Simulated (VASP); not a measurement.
# ZnS (F-43m) in VASP: single point with PBE

Aim: the single point of ZnS with PBE.

Program: VASP 6.6.1. These are calculated values, not measurements. Logs are shortened: lines on timing, memory, paths and dates and some standing lists are left out, and cuts for length are marked.

### 1 The cell of the first run

The structure is cubic, space group F-43m (No. 216). Conventional cell: a = 5.444 Å, b = 5.444 Å, c = 5.444 Å, α = 90.00°, β = 90.00°, γ = 90.00°. Within 3.1 Å of Zn (site symmetry -43m) lie 4 S at 2.36 Å. S (site symmetry -43m) has 4 Zn at 2.36 Å within 3.1 Å.

### 2 Single point, PBE

Input file INCAR:

```
SYSTEM = ZnS
ALGO = Normal ; EDIFF = 1E-6
ENCUT = 500 ; GGA = PE
GGA_COMPAT = .False. ; ISIF = 2
ISMEAR = -1 ; LASPH = .True.
LCHARG = .False. ; LREAL = Auto
LWAVE = .False. ; NBANDS = 166
NELM = 120 ; PREC = Accurate
SIGMA = 0.01
```

Input file KPOINTS:

```
Automatic mesh
0
Gamma
  1 1 1
  0.25 0.25 0.25
```

Input file POSCAR:

```
ZnS
1.0
   -5.4436607473      5.4436607473     -5.4436607473
    5.4436607473      5.4436607473      5.4436607473
    5.4436607473     -5.4436607473     -5.4436607473
Zn S
16 16
Direct
    0.0000000000      0.0000000000      0.0000000000
    0.0000000000      0.2500000000      0.7500000000
    0.0000000000      0.5000000000      0.5000000000
    0.0000000000      0.7500000000      0.2500000000
    0.2500000000      0.0000000000      0.7500000000
    0.2500000000      0.2500000000      0.5000000000
    0.2500000000      0.5000000000      0.2500000000
    0.2500000000      0.7500000000      0.0000000000
    0.5000000000      0.0000000000      0.5000000000
    0.5000000000      0.2500000000      0.2500000000
    0.5000000000      0.5000000000      0.0000000000
    0.5000000000      0.7500000000      0.7500000000
    0.7500000000      0.0000000000      0.2500000000
    0.7500000000      0.2500000000      0.0000000000
    0.7500000000      0.5000000000      0.7500000000
    0.7500000000      0.7500000000      0.5000000000
    0.0000000000      0.0000000000      0.7500000000
    0.0000000000      0.2500000000      0.5000000000
    0.0000000000      0.5000000000      0.2500000000
    0.0000000000      0.7500000000      0.0000000000
    0.2500000000      0.0000000000      0.5000000000
    0.2500000000      0.2500000000      0.2500000000
    0.2500000000      0.5000000000      0.0000000000
    0.2500000000      0.7500000000      0.7500000000
    0.5000000000      0.0000000000      0.2500000000
    0.5000000000      0.2500000000      0.0000000000
    0.5000000000      0.5000000000      0.7500000000
    0.5000000000      0.7500000000      0.5000000000
    0.7500000000      0.0000000000      0.0000000000
    0.7500000000      0.2500000000      0.7500000000
    0.7500000000      0.5000000000      0.5000000000
    0.7500000000      0.7500000000      0.2500000000
```

Potentials or basis: VASP PAW PBE potentials, release 64 (Zn, S).

Started as:

```bash
$ cat potpaw_PBE.64/Zn/POTCAR potpaw_PBE.64/S/POTCAR > POTCAR
$ mpirun -np 1 vasp_std > vasp.out
```

OUTCAR:

```text
SYSTEM = ZnS
   EDIFF = 1E-6
   ENCUT = 500
   GGA = PE
   ISIF = 2
   ISMEAR = -1
   LASPH = .True.
   LREAL = Auto
   NELM = 120
   PREC = Accurate

 ion  position               nearest neighbor table
   1  0.000  0.000  0.000-  17 2.36  20 2.36  22 2.36  29 2.36
   2  0.000  0.250  0.750-  17 2.36  18 2.36  23 2.36  30 2.36
   3  0.000  0.500  0.500-  18 2.36  19 2.36  24 2.36  31 2.36
   4  0.000  0.750  0.250-  19 2.36  20 2.36  21 2.36  32 2.36
   5  0.250  0.000  0.750-  17 2.36  21 2.36  24 2.36  26 2.36
   6  0.250  0.250  0.500-  18 2.36  21 2.36  22 2.36  27 2.36
[... 24 lines left out ...]
  31  0.750  0.500  0.500-   3 2.36  10 2.36  15 2.36  16 2.36
  32  0.750  0.750  0.250-   4 2.36  11 2.36  13 2.36  16 2.36

  LATTYP: Found a body centered cubic cell.
 ALAT       =    10.8873214946

  Lattice vectors:

 A1 = (  -5.4436607473,   5.4436607473,  -5.4436607473)
 A2 = (   5.4436607473,   5.4436607473,   5.4436607473)
 A3 = (   5.4436607473,  -5.4436607473,  -5.4436607473)

Analysis of symmetry for initial positions (statically):
=====================================================================
 Subroutine PRICEL returns following result:

  LATTYP: Found a face centered cubic cell.
 ALAT       =     5.4436607473

  Lattice vectors:

 A1 = (   2.7218303737,   0.0000000000,   2.7218303737)
 A2 = (   0.0000000000,  -2.7218303737,   2.7218303736)
 A3 = (   2.7218303737,  -2.7218303737,   0.0000000000)

  16 primitive cells build up your supercell.

 Routine SETGRP: Setting up the symmetry group for a
 body centered cubic supercell.

 Subroutine GETGRP returns: Found 24 space group operations
 (whereof 24 operations were pure point group operations)
 out of a pool of 48 trial point group operations.

The static configuration has the point symmetry T_d .

Analysis of symmetry for dynamics (positions and initial velocities):
=====================================================================
 Subroutine PRICEL returns following result:

  LATTYP: Found a face centered cubic cell.
 ALAT       =     5.4436607473

  Lattice vectors:

 A1 = (   2.7218303737,   0.0000000000,   2.7218303737)
 A2 = (   0.0000000000,  -2.7218303737,   2.7218303736)
 A3 = (   2.7218303737,  -2.7218303737,   0.0000000000)

  16 primitive cells build up your supercell.

[... 84 lines left out ...]
   LREAL  =      T    real-space projection
   EDIFFG = 0.1E-04   stopping-criterion for IOM
   NSW    =      0    number of steps for IOM
   IBRION =     -1    ionic relax: 0-MD 1-quasi-New 2-CG
   NFREE  =      0    steps in history (QN), initial steepest desc. (CG)
   ISIF   =      2    stress and relaxation
   ISYM   =      2    0-nonsym 1-usesym 2-fastsym
   POTIM  = 0.5000    time-step for ionic-motion
   TEBEG  =    0.0;   TEEND  =   0.0 temperature during run
   PSTRESS=    0.0 pullay stress
   NELECT =     288.0000    total number of electrons
   NUPDOWN=      -1.0000    fix difference up-down
   EMIN   =  10.00;   EMAX   =-10.00  energy-range for DOS
   EFERMI =   0.00;   METHOD = LEGACY
   ISMEAR =    -1;   SIGMA  =   0.01  broadening in eV -4-tet -1-fermi 0-gaus
   EFERMI_NEDOS =   21; number of points for ismear=-14 and -15
   IALGO  =     38    algorithm
   IMIX   =      4    mixing-type and parameters
     AMIX     =   0.40;   BMIX     =  1.00
     AMIX_MAG =   1.60;   BMIX_MAG =  1.00
  volume/ion in A,a.u.               =      20.16       136.08
  Fermi-wavevector in a.u.,A,eV,Ry     =   1.251107  2.364250 21.296789  1.565270
  Thomas-Fermi vector in A             =   2.385070
   LORBIT       =      0    0 simple, 1 ext, 2 COOP (PROOUT), +10 PAW based schemes
   GGA     = PE    functional components
   LHFCALC =     F    Hartree Fock is set to
   AEXX    =    0.0000 exact exchange contribution
   IVDW    =     0    specifies the selected vdW correction
   LEPSILON=     F    determine dielectric tensor
   LRPA    =     F    only Hartree local field effects (RPA)
 non-spin polarized calculation
  energy-cutoff  :      500.00
  volume of cell :      645.26
 maximum number of plane-waves:     16376
 NGX is ok and might be reduce to    70
   NGX = 35   NGY = 35   NGZ = 35

 number of electron     288.0000369 magnetization

 Free energy of the ion-electron system (eV)
  ---------------------------------------------------
  ext. energy  EPLUGINS =         0.00000000
  ---------------------------------------------------
  free energy    TOTEN  =      -108.99296113 eV

  energy without entropy =     -108.99296113  energy(sigma->0) =     -108.99296113

 E-fermi :   1.7935     XC(G=0):  -9.5168

 val. band max:        1.4765274296   @ k =   0.2500   0.2500   0.2500
 cond. band min:       5.3273623047   @ k =   0.2500   0.2500   0.2500
 fundamental gap:      3.8508348752
 Fermi energy:         1.7934592424

 k-point     1 :       0.2500    0.2500    0.2500
  band No.  band energies     occupation
      1     -10.6545      2.00000
      2     -10.6545      2.00000
      3     -10.6545      2.00000
      4     -10.6545      2.00000
      5     -10.0321      2.00000
      6     -10.0321      2.00000
[... 148 lines left out ...]
    155       6.2427      0.00000
    156       6.2427      0.00000
 [bands above 156 left out]

------------------------ aborting loop because EDIFF is reached ----------------------------------------

  FORCE on cell =-STRESS in cart. coord.  units (eV):
  Direction    XX          YY          ZZ          XY          YZ          ZX
  --------------------------------------------------------------------------------------
  -------------------------------------------------------------------------------------
  Total        1.6924876      1.6924876      1.6924876     -0.0000000     -0.0000000      0.0000000
  in kB        4.2024537      4.2024537      4.2024537     -0.0000000     -0.0000000      0.0000000
  external PRESSURE =       4.2024537 kB  Pullay stress =       0.0000000 kB

 VOLUME and BASIS-vectors are now :
 -----------------------------------------------------------------------------
  energy-cutoff  :      500.00
  volume of cell :      645.26
      direct lattice vectors                 reciprocal lattice vectors
    -5.443660747  5.443660747 -5.443660747     0.000000000  0.091849956 -0.091849956
     5.443660747  5.443660747  5.443660747     0.091849956  0.091849956  0.000000000
     5.443660747 -5.443660747 -5.443660747     0.091849956  0.000000000 -0.091849956

 POSITION                                       TOTAL-FORCE (eV/Angst)
 -----------------------------------------------------------------------------------
      0.00000      0.00000      0.00000         0.000000     -0.000000     -0.000000
      5.44366     -2.72183     -2.72183        -0.000000      0.000000     -0.000000
      5.44366      0.00000      0.00000        -0.000000      0.000000     -0.000000
      5.44366      2.72183      2.72183        -0.000000     -0.000000     -0.000000
      2.72183     -2.72183     -5.44366         0.000000      0.000000     -0.000000
      2.72183      0.00000     -2.72183        -0.000000      0.000000     -0.000000
[... 24 lines left out ...]
      1.36092      4.08275     -4.08275         0.000000     -0.000000     -0.000000
      1.36092      6.80458     -1.36092         0.000000     -0.000000      0.000000
 -----------------------------------------------------------------------------------
    total drift:                               -0.000209     -0.000210      0.000209

  FREE ENERGIE OF THE ION-ELECTRON SYSTEM (eV)
  ---------------------------------------------------
  free  energy   TOTEN  =      -108.9929611346 eV

  energy  without entropy=     -108.9929611346  energy(sigma->0) =     -108.99296113
```

stdout:

```text
POSCAR found type information on POSCAR ZnS
 POSCAR found :  2 types and      32 ions
 scaLAPACK will be used
 LDA part: xc-table for (Slater+PW92), standard interpolation
 POSCAR, INCAR and KPOINTS ok, starting setup
 FFT: planning ... GRIDC
 FFT: planning ... GRID_SOFT
 FFT: planning ... GRID
 WAVECAR not read
 entering main loop
```

It took 6.1 min on 1 thread of Intel Xeon Platinum 8259CL at 2.50GHz (Skylake/Cascade Lake), shared host; peak memory 0.68 GiB.

What came out:

```yaml
Free_energy: -108.9930 eV
Pressure: 0.4 GPa
Band_gap_on_the_k_mesh: 3.85 eV
```

Levels at points of the mesh, in eV from the valence-band top:
| k point | band 141 | band 142 | band 143 | band 144 | band 145 | band 146 | band 147 | band 148 |
| --- | --- | --- | --- | --- | --- | --- | --- | --- |
| (0.25, 0.25, 0.25) | 0.00 | 0.00 | 0.00 | 0.00 | 3.85 | 3.85 | 3.85 | 3.85 |

Caveat: the k points lie up to 0.82 Å⁻¹ apart, too coarse for converged energies, forces and pressures; a shifted mesh leaves out Γ, where band edges can lie. A k mesh can miss the band edges.
